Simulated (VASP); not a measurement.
# PbS (R3m) in VASP: notebook

PbS is run at these levels: r2SCAN; tasks: single point.

Everything below comes from runs of VASP 6.6.1. Logs are shortened: lines on timing, memory, paths and dates and some standing lists are left out, and cuts for length are marked.

**1. The cell of the first run**

Symmetry: R3m, No. 160, trigonal system. Conventional cell: a = 3.928 Å, b = 3.928 Å, c = 11.595 Å, α = 90.00°, β = 90.00°, γ = 120.00°. Within 3.9 Å of Pb (site symmetry 3m) lie 6 S at 2.97 to 2.98 Å. S (site symmetry 3m) has 6 Pb at 2.97 to 2.98 Å within 3.9 Å.

**2. Single point, r2SCAN**

Input file POSCAR:

```
PbS
1.0
    1.9641500000      1.1340025312      3.8649666667
   -1.9641500000      1.1340025312      3.8649666667
    0.0000000000     -2.2680050625      3.8649666667
Pb S
1 1
Direct
    0.9781509158      0.9781509158      0.9781509158
    0.4774504142      0.4774504142      0.4774504142
```

Input file INCAR.step1:

```
PREC     = Accurate       # precision mode
ENCUT    = 520            # plane-wave cutoff, eV
ISMEAR   = 0              # smearing method
SIGMA    = 0.05           # smearing width, eV
LREAL    = F              # projectors in reciprocal space
LASPH    = T              # aspherical terms in the spheres
NELM     = 80             # most SCF steps
NBANDS   = 17             # bands
GGA      = PE             # functional
ALGO     = Normal         # electronic algorithm
EDIFF    = 1E-4           # SCF threshold, eV
LWAVE    = T              # write WAVECAR
LCHARG   = F              # write CHGCAR
```

Input file INCAR.step2:

```
PREC     = Accurate       # precision mode
ENCUT    = 520            # plane-wave cutoff, eV
EDIFF    = 1E-6           # SCF threshold, eV
ISMEAR   = 0              # smearing method
SIGMA    = 0.05           # smearing width, eV
LREAL    = F              # projectors in reciprocal space
LASPH    = T              # aspherical terms in the spheres
NELM     = 80             # most SCF steps
ALGO     = Normal         # electronic algorithm
ISIF     = 2              # what is computed and relaxed
LWAVE    = F              # write WAVECAR
LCHARG   = F              # write CHGCAR
METAGGA  = R2SCAN         # meta-GGA
LMIXTAU  = T            
NBANDS   = 17             # bands
ISTART   = 1
```

Input file KPOINTS:

```
Automatic mesh
0
Gamma
  9 9 9
```

Potentials or basis: VASP PAW PBE potentials, release 64 (Pb_d, S).

Run with:

```
cat potpaw_PBE.64/Pb_d/POTCAR potpaw_PBE.64/S/POTCAR > POTCAR
cp INCAR.step1 INCAR
mpirun -np 1 vasp_std > vasp.out
cp INCAR.step2 INCAR
mpirun -np 1 vasp_std > vasp.out
```

OUTCAR:

```text
PREC = Accurate
   ENCUT = 520
   EDIFF = 1E-6
   ISMEAR = 0
   LREAL = F
   LASPH = T
   NELM = 80
   ISIF = 2
   METAGGA = R2SCAN
   ISTART = 1

 ion  position               nearest neighbor table
   1  0.978  0.978  0.978-   2 2.97   2 2.97   2 2.97   2 2.98   2 2.98   2 2.98
   2  0.477  0.477  0.477-   1 2.97   1 2.97   1 2.97   1 2.98   1 2.98   1 2.98

  LATTYP: Found a trigonal (rhomboedric) cell.
 ALAT       =     4.4812737361
 COS(alpha) =     0.6157831991

  Lattice vectors:

 A1 = (   1.9641500000,   1.1340025312,   3.8649666667)
 A2 = (  -1.9641500000,   1.1340025312,   3.8649666667)
 A3 = (   0.0000000000,  -2.2680050625,   3.8649666667)

Analysis of symmetry for initial positions (statically):
=====================================================================
 Subroutine PRICEL returns:
 Original cell was already a primitive cell.

 Routine SETGRP: Setting up the symmetry group for a
 trigonal (rhombohedral) supercell.

 Subroutine GETGRP returns: Found  6 space group operations
 (whereof  6 operations were pure point group operations)
 out of a pool of 12 trial point group operations.

The static configuration has the point symmetry C_3v.

Analysis of symmetry for dynamics (positions and initial velocities):
=====================================================================
 Subroutine PRICEL returns:
 Original cell was already a primitive cell.

 Routine SETGRP: Setting up the symmetry group for a
 trigonal (rhombohedral) supercell.

 Subroutine GETGRP returns: Found  6 space group operations
 (whereof  6 operations were pure point group operations)
 out of a pool of 12 trial point group operations.

The dynamic configuration has the point symmetry C_3v.

 Subroutine INISYM returns: Found  6 space group operations
 (whereof  6 operations are pure point group operations),
 and found     1 'primitive' translations

----------------------------------------------------------------------------------------

                                     Primitive cell

  volume of cell :      51.6518

  direct lattice vectors                    reciprocal lattice vectors
     1.964150000  1.134002531  3.864966667     0.254563043  0.146972041  0.086244815
    -1.964150000  1.134002531  3.864966667    -0.254563043  0.146972041  0.086244815
     0.000000000 -2.268005062  3.864966667     0.000000000 -0.293944082  0.086244815

  length of vectors
     4.481273736  4.481273736  4.481273736     0.306335260  0.306335260  0.306335260

  position of ions in fractional coordinates (direct lattice)
     0.978150916  0.978150916  0.978150916
     0.477450414  0.477450414  0.477450414

  ion indices of the primitive-cell ions
   primitive index   ion index
                 1           1
                 2           2

----------------------------------------------------------------------------------------

 KPOINTS: Automatic mesh

Automatic generation of k-mesh.
 Grid dimensions read from file:
 generate k-points for:    9    9    9

 Generating k-lattice:

  Cartesian coordinates                     Fractional coordinates (reciprocal lattice)
     0.028284783  0.016330227  0.009582757     0.111111111  0.000000000  0.000000000
    -0.028284783  0.016330227  0.009582757     0.000000000  0.111111111  0.000000000
     0.000000000 -0.032660454  0.009582757     0.000000000  0.000000000  0.111111111

  Length of vectors
     0.034037251  0.034037251  0.034037251

  Shift w.r.t. Gamma in fractional coordinates (k-lattice)
     0.000000000  0.000000000  0.000000000

 Subroutine IBZKPT returns following result:
 ===========================================

 Found     85 irreducible k-points:

 Following reciprocal coordinates:
            Coordinates               Weight
  0.000000  0.000000  0.000000      1.000000
  0.111111 -0.000000  0.000000      6.000000
  0.222222 -0.000000  0.000000      6.000000
  0.333333  0.000000  0.000000      6.000000
  0.444444 -0.000000  0.000000      6.000000
  0.111111  0.111111  0.000000      6.000000
[... 16 lines left out ...]
 -0.333333  0.333333  0.000000      6.000000
  0.444444  0.444444  0.000000      6.000000
 [... further k-points ...]
   k-points           NKPTS =     85   k-points in BZ     NKDIM =     85   number of bands    NBANDS=     17
   number of dos      NEDOS =    301   number of ions     NIONS =      2
   total plane-waves  NPLWV =  46656
   dimension x,y,z NGX =    36 NGY =   36 NGZ =   36
   dimension x,y,z NGXF=    72 NGYF=   72 NGZF=   72
   ions per type =               1   1
   NGX,Y,Z   is equivalent  to a cutoff of  13.36, 13.36, 13.36 a.u.
   NGXF,Y,Z  is equivalent  to a cutoff of  26.71, 26.71, 26.71 a.u.
 SYSTEM =  unknown system
   PREC   = accura    normal or accurate (medium, high low for compatibility)
   ISTART =      1    job   : 0-new  1-cont  2-samecut
   ICHARG =      0    charge: 1-file 2-atom 10-const
   ISPIN  =      1    spin polarized calculation?
   LNONCOLLINEAR =      F non collinear calculations
   LSORBIT =      F    spin-orbit coupling
   LASPH  =      T    aspherical Exc in radial PAW
   ENCUT  =  520.0 eV  38.22 Ry    6.18 a.u.   8.33  8.33  8.33*2*pi/ulx,y,z
   NELM   =     80;   NELMIN=  2; NELMDL=  0     # of ELM steps
   EDIFF  = 0.1E-05   stopping-criterion for ELM
   LREAL  =      F    real-space projection
   EDIFFG = 0.1E-04   stopping-criterion for IOM
   NSW    =      0    number of steps for IOM
   IBRION =     -1    ionic relax: 0-MD 1-quasi-New 2-CG
   NFREE  =      0    steps in history (QN), initial steepest desc. (CG)
   ISIF   =      2    stress and relaxation
   ISYM   =      2    0-nonsym 1-usesym 2-fastsym
   POTIM  = 0.5000    time-step for ionic-motion
   TEBEG  =    0.0;   TEEND  =   0.0 temperature during run
   PSTRESS=    0.0 pullay stress
   NELECT =      20.0000    total number of electrons
   NUPDOWN=      -1.0000    fix difference up-down
   EMIN   =  10.00;   EMAX   =-10.00  energy-range for DOS
   EFERMI =   0.00;   METHOD = LEGACY
   ISMEAR =     0;   SIGMA  =   0.05  broadening in eV -4-tet -1-fermi 0-gaus
   EFERMI_NEDOS =   21; number of points for ismear=-14 and -15
   IALGO  =     38    algorithm
   IMIX   =      4    mixing-type and parameters
     AMIX     =   0.40;   BMIX     =  1.00
     AMIX_MAG =   1.60;   BMIX_MAG =  1.00
  volume/ion in A,a.u.               =      25.83       174.28
  Fermi-wavevector in a.u.,A,eV,Ry     =   1.193227  2.254871 19.371836  1.423790
  Thomas-Fermi vector in A             =   2.329246
   LORBIT       =      0    0 simple, 1 ext, 2 COOP (PROOUT), +10 PAW based schemes
   METAGGA = R2SCAN    functional components
   LHFCALC =     F    Hartree Fock is set to
   AEXX    =    0.0000 exact exchange contribution
   IVDW    =     0    specifies the selected vdW correction
   LEPSILON=     F    determine dielectric tensor
   LRPA    =     F    only Hartree local field effects (RPA)
 non-spin polarized calculation
 Gauss-broadening in eV      SIGMA  =   0.05
  energy-cutoff  :      520.00
  volume of cell :       51.65
 maximum number of plane-waves:      1413
 NGX is ok and might be reduce to    36
   NGX = 17   NGY = 17   NGZ = 17

 number of electron      20.0000000 magnetization

 Free energy of the ion-electron system (eV)
  ---------------------------------------------------
  ext. energy  EPLUGINS =         0.00000000
  ---------------------------------------------------
  free energy    TOTEN  =       -65.42305826 eV

  energy without entropy =      -65.42273385  energy(sigma->0) =      -65.42289605

 E-fermi :   5.8231     XC(G=0): -10.3240

 val. band max:        5.7662354852   @ k =  -0.4444   0.4444   0.4444
 cond. band min:       5.8309372466   @ k =   0.4444  -0.0000   0.0000
 fundamental gap:      0.0647017613
 Fermi energy:         5.8231048413

 k-point     1 :       0.0000    0.0000    0.0000
  band No.  band energies     occupation
      1     -11.8067      2.00000
      2     -11.8067      2.00000
      3     -11.7461      2.00000
      4     -11.7010      2.00000
      5     -11.7010      2.00000
      6      -8.3827      2.00000
[... 9 lines left out ...]
     16      13.9110      0.00000
     17      15.4705      0.00000

 k-point     2 :       0.1111   -0.0000    0.0000
  band No.  band energies     occupation
      1     -11.8090      2.00000
      2     -11.7965      2.00000
      3     -11.7393      2.00000
      4     -11.7064      2.00000
      5     -11.7043      2.00000
      6      -8.2628      2.00000
[... 9 lines left out ...]
     16      14.3043      0.00000
     17      16.3918      0.00000

 k-point     3 :       0.2222   -0.0000    0.0000
  band No.  band energies     occupation
      1     -11.8167      2.00000
      2     -11.7706      2.00000
      3     -11.7275      2.00000
      4     -11.7132      2.00000
      5     -11.7124      2.00000
      6      -7.9247      2.00000
[... 9 lines left out ...]
     16      15.2193      0.00000
     17      18.1389      0.00000

 k-point     4 :       0.3333    0.0000    0.0000
  band No.  band energies     occupation
      1     -11.8277      2.00000
      2     -11.7416      2.00000
      3     -11.7387      2.00000
      4     -11.7209      2.00000
      5     -11.6944      2.00000
      6      -7.4525      2.00000
[... 9 lines left out ...]
     16      16.5412      0.00000
     17      17.9754      0.00000
[... 343 lines left out ...]
      1     -11.8595      2.00000
      2     -11.7709      2.00000
      3     -11.7468      2.00000
      4     -11.7130      2.00000
      5     -11.6716      2.00000
      6      -6.6383      2.00000
[... 9 lines left out ...]
     16      17.7495      0.00000
     17      18.9093      0.00000

 k-point    23 :      -0.3333    0.3333    0.0000
  band No.  band energies     occupation
      1     -11.8236      2.00000
      2     -11.7702      2.00000
      3     -11.7502      2.00000
      4     -11.7279      2.00000
      5     -11.6763      2.00000
      6      -6.6443      2.00000
[... 9 lines left out ...]
     16      16.2967      0.00000
     17      18.6747      0.00000

 k-point    24 :       0.4444    0.4444    0.0000
  band No.  band energies     occupation
      1     -11.9037      2.00000
      2     -11.7937      2.00000
      3     -11.7202      2.00000
      4     -11.6948      2.00000
      5     -11.6676      2.00000
      6      -6.6896      2.00000
[... 9 lines left out ...]
     16      17.1196      0.00000
     17      18.5411      0.00000

 [... further k-points ...]
[... 5 lines left out ...]
  --------------------------------------------------------------------------------------
  -------------------------------------------------------------------------------------
  Total        1.3461980      1.3461980     -1.7517258      0.0000000      0.0000000      0.0000000
  in kB       41.7574374     41.7574374    -54.3364216      0.0000000      0.0000000      0.0000000
  external PRESSURE =       9.7261510 kB  Pullay stress =       0.0000000 kB

 VOLUME and BASIS-vectors are now :
 -----------------------------------------------------------------------------
  energy-cutoff  :      520.00
  volume of cell :       51.65
      direct lattice vectors                 reciprocal lattice vectors
     1.964150000  1.134002531  3.864966667     0.254563043  0.146972041  0.086244815
    -1.964150000  1.134002531  3.864966667    -0.254563043  0.146972041  0.086244815
     0.000000000 -2.268005062  3.864966667     0.000000000 -0.293944082  0.086244815

 POSITION                                       TOTAL-FORCE (eV/Angst)
 -----------------------------------------------------------------------------------
      0.00000     -0.00000     11.34156         0.000000     -0.000000      0.013319
      0.00000     -0.00000      5.53599         0.000000      0.000000     -0.013319
 -----------------------------------------------------------------------------------
    total drift:                               -0.000000      0.000000      0.000041

  FREE ENERGIE OF THE ION-ELECTRON SYSTEM (eV)
  ---------------------------------------------------
  free  energy   TOTEN  =       -65.4230582563 eV

  energy  without entropy=      -65.4227338518  energy(sigma->0) =      -65.42289605
```

It took 2.3 min on 1 thread of Intel Xeon 6975P-C (Granite Rapids), shared host; peak memory 0.25 GiB.

What came out:

```yaml
Free_energy: -65.4231 eV
Pressure: 1.0 GPa
Largest_force: 0.013 eV/Å
```

Forces in eV/Å, atoms in the order of the input:
```
Pb   0.000  0.000  0.013
S    0.000  0.000 -0.013
```

Caveat: this odd mesh misses L, where the gap lies, so gap, dielectric constants and Born charges aren't listed; the PAW data sets were made with another functional, which shifts forces and pressure a little; spin-orbit coupling is left out, which moves the levels of the heavy elements.

(Part 1 of 2 ends here.)
